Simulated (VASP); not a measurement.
A run of VASP 6.6.1 is set up as follows.

Contents of INCAR:

```
SYSTEM = Cr
PREC     = Accurate       ! precision mode
ENCUT    = 520            ! plane-wave cutoff, eV
EDIFF    = 1E-7           ! SCF threshold, eV
ISMEAR   = 0              ! smearing method
SIGMA    = 0.1            ! smearing width, eV
LREAL    = .False.        ! projectors in reciprocal space
LASPH    = .True.         ! aspherical terms in the spheres
NELM     = 150            ! most SCF steps
ALGO     = Normal         ! electronic algorithm
ISIF     = 2              ! what is computed and relaxed
LWAVE    = .False.        ! write WAVECAR
LCHARG   = .False.        ! write CHGCAR
ISPIN    = 2              ! spin polarisation
MAGMOM   = -1.11 1.11     ! initial moments
LORBIT   = 11             ! projections on sites
LMAXMIX  = 4              ! l up to which the mixer works
GGA      = PE             ! functional
NBANDS   = 23             ! bands
```

The input KPOINTS:

```
Automatic mesh
0
Gamma
  14 14 14
  0 0 0
```

Contents of POSCAR:

```
Cr
1.0
    2.9219777031      0.0000000000      0.0000000000
    0.0000000000      2.9219777031      0.0000000000
    0.0000000000      0.0000000000      2.9219777031
Cr
2
Direct
    0.0000000000      0.0000000000      0.0000000000
    0.5000000000      0.5000000000      0.5000000000
```

Potentials or basis: VASP PAW PBE potentials, release 64 (Cr_pv).

Launch:

```console
$ cat potpaw_PBE.64/Cr_pv/POTCAR > POTCAR
$ mpirun -np 1 vasp_std > vasp.out
```

(1) Predict the site moments.

(2) What does it give for the band gap on the k mesh?

(3) Estimate the pressure.

## Answers

(1) Cr -1.50, +1.50 μB.

(2) zero (filled and empty bands overlap).

(3) -8.6 GPa.

Caveat: the cell stands under tension; the antiferromagnetic order is the one typed at the start, and another may lie lower.
